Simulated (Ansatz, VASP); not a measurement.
One calculation of Be3CdS2, two programs

```
CELL_PARAMETERS angstrom
2.03781 1.17653 6.34658
-2.03781 1.17653 6.34658
0.00000 -2.35306 6.34658
ATOMIC_POSITIONS crystal
Be 0.00000 0.50000 0.00000
Be 0.50000 0.00000 0.00000
Be 0.00000 0.00000 0.50000
Cd 0.00000 0.00000 0.00000
S 0.58419 0.58419 0.58419
S 0.41581 0.41581 0.41581
```

Change from the starting cell: species swapped into the Tb2FeCo3 type (R-3m, No. 166).

Alike in both runs: functional PBE; k mesh 6 × 6 × 6; occupations gaussian, width 0.1 eV; no spin polarisation.

Ansatz relaxed the structure, and its values are those at the end. VASP's run is a single point on that final structure, the one shown.

|  | VASP | Ansatz |
| --- | --- | --- |
| version | VASP 6.6.1 | Ansatz 0.2.0 |
| potentials or method | VASP PAW PBE potentials, release 64 (Be, Cd, S), cutoff 600 eV | scalar-relativistic, plane waves, PAW |
| valence electrons in the cell | 30 | 38 |

Ansatz gave:

| Quantity | Value |
| --- | --- |
| gap on the k mesh at the Fermi level (eV) | none |
| pressure (GPa) | 0.1 |
| rms of the force components (eV/Å) | 0.002 |

Task: Which values does VASP return?

Result: gap on the k mesh at the Fermi level (eV): none; pressure (GPa): 0.2; rms of the force components (eV/Å): 0.006.

A gap of «none» marks a metal or a gap that the smearing closes. VASP's potentials hold 30 valence electrons a cell and Ansatz's 38, so a difference there can come from the potentials and not from the codes.
